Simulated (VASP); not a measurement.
**ZrGe4Mo: relaxation of cell and atoms with PBE**

Crystal: ZrGe4Mo.

```xyz
6
Lattice="3.1073 0.0000 0.0000 -1.5536 2.6910 0.0000 0.0000 0.0000 12.3974" Properties=species:S:1:pos:R:3 pbc="T T T"
Zr    1.5536    0.8970    6.1987
Ge    0.0000    1.7940    7.7603
Ge    0.0000    0.0000   10.8864
Ge    0.0000    0.0000    1.5110
Ge    0.0000    1.7940    4.6372
Mo    1.5536    0.8970    0.0000
```

The cell was generated, and may not be a known phase.

```yaml
Program: VASP 6.6.1
Task: relaxation of cell and atoms
Functional: PBE
Potentials_or_basis: VASP PAW PBE potentials, release 64 (Zr_sv, Ge_d, Mo_sv)
Cutoff: 600 eV
k_mesh: 6 × 6 × 2
Occupations: gaussian, width 0.1 eV
Spin: no spin polarisation
Dipole_correction: no
Further_INCAR_settings: ALGO = Normal; EDIFF = 1e-07; IBRION = 2; EDIFFG = -0.04; NSW = 90; ISIF = 3
```

```yaml
Relaxed_volume: 18.10 Å³/atom
Relaxed_cell: a = 3.111 Å, b = 3.111 Å, c = 12.960 Å, α = 90.00°, β = 90.00°, γ = 120.00°
Space_group_after_relaxing_to_0.1_Å: P-6m2 (No. 187)
Energy_gained_by_relaxing: 1169.7 meV/atom
Ionic_steps: 19
Pressure_after_relaxing: -0.2 GPa
Largest_force_after_relaxing: 0.022 eV/Å
Band_gap_on_the_k_mesh: zero (bands 41 and 42 overlap by 2.06 eV)
```

Forces on the atoms (eV/Å):
```
Zr   0.000  0.000  0.000
Ge   0.000  0.000  0.022
Ge   0.000  0.000 -0.008
Ge   0.000  0.000  0.008
Ge   0.000  0.000 -0.022
Mo   0.000  0.000  0.000
```

Stress tensor (GPa, compression positive):
```
-0.22  0.00  0.00
 0.00 -0.22  0.00
 0.00  0.00 -0.13
```

The path:
```tsv
step	energy change (eV)	largest force (eV/Å)	pressure (GPa)	volume (Å³)
1	0.0000	7.2998	46.18	103.66
2	0.4110	1.5850	-16.05	197.58
3	-5.0336	1.2961	-6.45	137.94
4	-5.1037	1.6415	-4.39	134.54
5	-5.1156	1.8960	-2.80	132.26
6	-5.6643	1.4753	-3.28	127.55
7	-6.3192	0.5039	1.27	113.24
8	-6.3513	0.7237	-0.52	115.99
9	-6.5945	0.6255	-0.05	113.09
10	-6.8858	0.7731	5.94	104.20
11	-6.9110	0.8887	2.97	107.36
12	-6.9283	0.8836	3.94	106.12
13	-6.9832	0.3896	-1.19	109.70
14	-6.9967	0.2565	0.25	108.56
15	-7.0060	0.1927	0.02	108.67
16	-7.0116	0.1039	-0.33	108.83
17	-7.0167	0.0961	0.19	108.31
18	-7.0173	0.0928	0.39	108.08
19	-7.0183	0.0216	-0.19	108.62
```

Final structure:
```xyz
6
Lattice="3.1109 0.0000 0.0000 -1.5555 2.6941 0.0000 0.0000 0.0000 12.9600" Properties=species:S:1:pos:R:3 pbc="T T T"
Zr    1.5555    0.8980    6.4800
Ge    0.0000    1.7961    8.7895
Ge    0.0000    0.0000   11.0122
Ge    0.0000    0.0000    1.9478
Ge    0.0000    1.7961    4.1705
Mo    1.5555    0.8980    0.0000
```

Levels at points of the mesh, in eV from the Fermi level:
```
           k point  band 37  band 38  band 39  band 40  band 41  band 42  band 43  band 44  band 45  band 46
(0.00, 0.00, 0.00)    -0.65    -0.65     0.72     0.72     1.13     1.13     2.47     3.32     3.32     3.69
(0.50, 0.00, 0.00)    -2.60    -2.14    -1.90    -0.61    -0.20     0.80     1.38     1.64     2.33     2.77
(0.00, 0.00, 0.50)    -0.65    -0.65     0.72     0.72     1.13     1.13     2.87     3.16     3.32     3.32
(0.50, 0.00, 0.50)    -2.34    -1.80    -1.32    -1.19    -0.61     1.28     1.32     1.83     2.60     2.91
```

Run time: 30 min on 1 thread of Intel(R) Xeon(R) Platinum 8488C (Sapphire Rapids) (shared host), peak memory 0.33 GiB.

Caveat: the k points lie up to 0.39 Å⁻¹ apart in the final cell, too coarse for converged energies and pressures of a metal.
